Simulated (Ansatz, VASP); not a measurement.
Two plane-wave programs on Ga2O3

```
Ga O
1.0
     2.51618    1.45272    4.51054
    -2.51618    1.45272    4.51054
     0.00000   -2.90544    4.51054
Ga O
4 6
Direct
  0.35591 0.35591 0.35591
  0.14409 0.14409 0.14409
  0.64409 0.64409 0.64409
  0.85591 0.85591 0.85591
  0.55316 0.94684 0.25000
  0.25000 0.55316 0.94684
  0.94684 0.25000 0.55316
  0.44684 0.05316 0.75000
  0.75000 0.44684 0.05316
  0.05316 0.75000 0.44684
```

Alike in both runs: functional PBE; dispersion D3(BJ); k mesh 6 × 6 × 6; occupations gaussian, width 0.02 eV; no spin polarisation.

Ansatz relaxed the structure, and its values are those at the end. VASP's run is a single point on that final structure, the one shown.

|  | VASP | Ansatz |
| --- | --- | --- |
| version | VASP 6.6.1 | Ansatz 0.2.0 |
| potentials or method | VASP PAW PBE potentials, release 64 (Ga_d, O), cutoff 600 eV | scalar-relativistic, plane waves, PAW |
| valence electrons in the cell | 88 | 88 |

```tsv
	VASP	Ansatz	Ansatz less VASP
gap on the k mesh at the Fermi level (eV)	2.56	2.58	+0.013
least direct gap on the mesh (eV)	2.81	2.82	+0.013
pressure (GPa)	0.7	0.0	-0.70
rms of the force components (eV/Å)	0.005	0.000	-0.0054
```
